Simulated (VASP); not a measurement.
Input of a VASP 6.6.1 run:

Contents of INCAR:

```
PREC = Accurate
ENCUT = 520
EDIFF = 1E-6
ISMEAR = 0
SIGMA = 0.15
LREAL = False
LASPH = True
NELM = 150
ALGO = Normal
ISIF = 2
LWAVE = False
LCHARG = False
ISPIN = 2
MAGMOM = 0 0.75
LORBIT = 11
LMAXMIX = 4
GGA = PS
NBANDS = 22
```

Contents of KPOINTS:

```
Automatic mesh
0
Gamma
  20 20 20
```

File POSCAR:

```
TiCo
1.0
    2.9385037636      0.0000000000      0.0000000000
    0.0000000000      2.9385037636      0.0000000000
    0.0000000000      0.0000000000      2.7915785754
Ti Co
1 1
Direct
    0.0000000000      0.0000000000      0.0000000000
    0.5000000000      0.5000000000      0.5000000000
```

Potentials or basis: VASP PAW PBE potentials, release 64 (Ti_sv, Co).

Command:

```sh
$ cat potpaw_PBE.64/Ti_sv/POTCAR potpaw_PBE.64/Co/POTCAR > POTCAR
$ mpirun -np 1 vasp_std > vasp.out
```

**Question.** Predict the net moment.

**Answer.** 0.00 μB per cell.

**Question.** Predict the pressure.

**Answer.** 9.2 GPa.

Stress tensor (GPa, compression positive):
```
 8.36  0.00  0.00
 0.00  8.36  0.00
 0.00  0.00 10.86
```

Caveat: the cell differs from its parent crystal (strain +0.000 along x and y, -0.050 along z); the cell stands under pressure; the moments typed at the start vanished in this run; the PAW data sets were made with another functional, which shifts forces and pressure a little.
